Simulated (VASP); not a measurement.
Write the native input for VASP 6.6.1 that does the following.

* Task: dielectric tensor
* Functional: r2SCAN
* Potentials or basis: VASP PAW PBE potentials, release 64 (Zr_sv, O)
* Cutoff: 580 eV
* k mesh: 8 × 8 × 8
* Occupations: gaussian, width 0.01 eV
* Spin: no spin polarisation
* Dipole correction: no
* Further INCAR settings: ALGO = Normal; EDIFF = 1e-08

The structure of ZrO2 lies in POSCAR:

```
ZrO2
1.0
    0.0000000000      2.5447130569      2.5447130569
    2.5447130569      0.0000000000      2.5447130569
    2.5447130569      2.5447130569      0.0000000000
Zr O
1 2
Direct
    0.0000000000      0.0000000000      0.0000000000
    0.7500000000      0.7500000000      0.7500000000
    0.2500000000      0.2500000000      0.2500000000
```

The input as run:

INCAR

```
SYSTEM = ZrO2
PREC = Accurate
ENCUT = 580
EDIFF = 1E-8
ISMEAR = 0
SIGMA = 0.01
LREAL = .FALSE.
LASPH = .TRUE.
NELM = 120
ALGO = Normal
ISIF = 2
LWAVE = .FALSE.
LCHARG = .FALSE.
METAGGA = R2SCAN
LMIXTAU = .TRUE.
LCALCEPS = .TRUE.
GGA_COMPAT = .FALSE.
```

KPOINTS

```
regular mesh
0
G
  8 8 8
  0 0 0
```

Potentials or basis: VASP PAW PBE potentials, release 64 (Zr_sv, O).

Launch:

```sh
$ cat potpaw_PBE.64/Zr_sv/POTCAR potpaw_PBE.64/O/POTCAR > POTCAR
$ mpirun -np 1 vasp_std > vasp.out
```

Results of the run:

```
Band gap on the k mesh                  : 3.87 eV (least direct gap 4.28 eV)
Electronic dielectric tensor (diagonal) : 5.32
Born charges (mean of the diagonal)     : Zr +5.67; O -2.83 e
```

Wall time 43 min on 1 thread of Intel(R) Xeon(R) 6975P-C (Granite Rapids), with other jobs on the host, peak memory 0.49 GiB.
